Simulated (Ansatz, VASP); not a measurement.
# One calculation of SiC, two programs

The input INCAR:

```
ALGO = Normal ; EDIFF = 1E-7
EDIFFG = -0.025 ; ENCUT = 600
GGA = PE ; IBRION = 2
ISIF = 3 ; ISMEAR = 0
LASPH = True ; LCHARG = False
LREAL = False ; LWAVE = False
NELM = 60 ; NSW = 80
PREC = Accurate ; SIGMA = 0.1
```

The input KPOINTS:

```
k-points
0
Gamma
  3 3 2
```

File POSCAR:

```
SiC
1.0
    4.8908703446      0.0159026054      0.0369633901
   -2.4316631119      4.3133677042     -0.0176145955
    0.0450608626      0.0012205794      6.0758586907
Si C
6 6
Direct
    0.6002456568      0.0002575250      0.3384548146
    0.6231205709      0.0015572697      0.8313756755
    0.0206579633      0.6084028084      0.1529173227
   -0.0246367578      0.5931757887      0.6623939151
    0.3972647131      0.3957950189     -0.0011491423
    0.3928004227      0.3850650801      0.5118114007
    0.3793701220      0.0051358329      0.0712138970
    0.3728695172      0.0011383906      0.5854374356
    1.0020651374      0.3711486388      0.4276119431
    0.9953592775      0.3727719816      0.9181900537
    0.6160374648      0.6305844060      0.2470220207
    0.6248459121      0.6349672593      0.7547206636
```

Input for Ansatz:

```yaml
crystal:
  lattice:
    - [4.8908703446, 0.0159026054, 0.0369633901]
    - [-2.4316631119, 4.3133677042, -0.0176145955]
    - [0.0450608626, 0.0012205794, 6.0758586907]
  atoms:
    - { symbol: Si, position: [0.6002456568, 0.000257525, 0.3384548146] }
    - { symbol: Si, position: [0.6231205709, 0.0015572697, 0.8313756755] }
    - { symbol: Si, position: [0.0206579633, 0.6084028084, 0.1529173227] }
    - { symbol: Si, position: [-0.0246367578, 0.5931757887, 0.6623939151] }
    - { symbol: Si, position: [0.3972647131, 0.3957950189, -0.0011491423] }
    - { symbol: Si, position: [0.3928004227, 0.3850650801, 0.5118114007] }
    - { symbol: C, position: [0.379370122, 0.0051358329, 0.071213897] }
    - { symbol: C, position: [0.3728695172, 0.0011383906, 0.5854374356] }
    - { symbol: C, position: [1.0020651374, 0.3711486388, 0.4276119431] }
    - { symbol: C, position: [0.9953592775, 0.3727719816, 0.9181900537] }
    - { symbol: C, position: [0.6160374648, 0.630584406, 0.2470220207] }
    - { symbol: C, position: [0.6248459121, 0.6349672593, 0.7547206636] }
basis:
  ecutwfc: 420
kpoints:
  mp_grid: { grid: [3, 3, 2] }
hamiltonian:
  xc: pbe
scf:
  occupations: { method: gaussian, width: 0.1 }
  lower_state_search: "off"
output:
  forces: true
  stress: true
  eigenvalues: true
relax:
  adjacent_minimum: "off"
  f_tol: 0.025
  max_steps: 60
  cell: { stress_tol: 0.25 }
```

Change from the starting cell: cell x2, atoms moved at random (sigma 0.05 Å) and cell strained at random (1.5 %), then relaxed without symmetry.

Alike in both runs: task relaxation of cell and atoms; functional PBE; k mesh 3 × 3 × 2; occupations gaussian, width 0.1 eV; no spin polarisation.

```csv
,VASP,Ansatz
version,VASP 6.6.1,Ansatz 0.2.0
potentials or method,"VASP PAW PBE potentials, release 64 (Si, C), cutoff 600 eV","scalar-relativistic, plane waves, PAW"
valence electrons in the cell,48,48
```

|  | VASP | Ansatz | Ansatz less VASP |
| --- | --- | --- | --- |
| gap on the k mesh at the Fermi level, each at its own relaxed structure (eV) | 1.43 | 1.43 | +0.006 |
| relaxed volume (Å³/atom) | 10.44 | 10.45 | +0.008 |
| relaxed cell length with the largest relative difference (Å) | 4.909 | 4.910 | +0.0015 |

The k mesh is coarse, so the values compare programs but aren't converged.
